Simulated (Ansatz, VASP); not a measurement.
**Two plane-wave programs on Al6Pt**

File INCAR:

```
ALGO = Normal
EDIFF = 1E-6
ENCUT = 500
GGA = PE
GGA_COMPAT = F
ISIF = 2
ISMEAR = 0
LASPH = T
LCHARG = T
LELF = T
LREAL = F
LVHAR = T
LWAVE = F
NBANDS = 23
NELM = 120
PREC = Accurate
SIGMA = 0.1
```

File KPOINTS:

```
k-points
0
Gamma
  3 3 4
```

POSCAR

```
Al6Pt
1.0
    5.8128149000      0.0000000000      0.0000000000
   -2.9064074500      5.0340453800      0.0000000000
    0.0000000000      0.0000000000      4.1600867800
Al Pt
6 1
Direct
    0.3365085000      0.0000000000      0.0000000000
    0.0000000000      0.3365085000      0.0000000000
    0.6634915000      0.6634915000      0.0000000000
    0.6634915000      0.0000000000      0.0000000000
    0.0000000000      0.6634915000      0.0000000000
    0.3365085000      0.3365085000      0.0000000000
    0.0000000000      0.0000000000      0.5000000000
```

Input for Ansatz:

```yaml
crystal:
  lattice:
    - [5.8128149, 0.0, 0.0]
    - [-2.90640745, 5.03404538, 0.0]
    - [0.0, 0.0, 4.16008678]
  atoms:
    - { symbol: Al, position: [0.3365085, 0.0, 0.0] }
    - { symbol: Al, position: [0.0, 0.3365085, 0.0] }
    - { symbol: Al, position: [0.6634915, 0.6634915, 0.0] }
    - { symbol: Al, position: [0.6634915, 0.0, 0.0] }
    - { symbol: Al, position: [0.0, 0.6634915, 0.0] }
    - { symbol: Al, position: [0.3365085, 0.3365085, 0.0] }
    - { symbol: Pt, position: [0.0, 0.0, 0.5] }
basis:
  ecutwfc: 420
kpoints:
  mp_grid: { grid: [3, 3, 4] }
hamiltonian:
  xc: pbe
scf:
  occupations: { method: gaussian, width: 0.1 }
  lower_state_search: "off"
output:
  forces: true
  stress: true
  eigenvalues: true
```

Alike in both runs: task single point; functional PBE; k mesh 3 × 3 × 4; occupations gaussian, width 0.1 eV; no spin polarisation.

|  | VASP | Ansatz |
| --- | --- | --- |
| version | VASP 6.6.1 | Ansatz 0.2.0 |
| potentials or method | VASP PAW PBE potentials, release 64 (Al, Pt), cutoff 500 eV | scalar-relativistic, plane waves, PAW |
| valence electrons in the cell | 28 | 36 |

|  | VASP | Ansatz | Ansatz less VASP |
| --- | --- | --- | --- |
| gap on the k mesh at the Fermi level (eV) | none | none | - |
| rms of the force components (eV/Å) | 1.435 | 1.432 | -0.0025 |

Atom by atom the forces differ by 0.002 eV/Å (rms over components). A gap of «none» marks a metal or a gap that the smearing closes. The functional is the same, so the differences come from potentials, cutoffs and numerics. VASP's potentials hold 28 valence electrons a cell and Ansatz's 36, so a difference there can come from the potentials and not from the codes.

The k mesh is coarse, so the values compare programs but aren't converged. Spin-orbit coupling is off throughout.
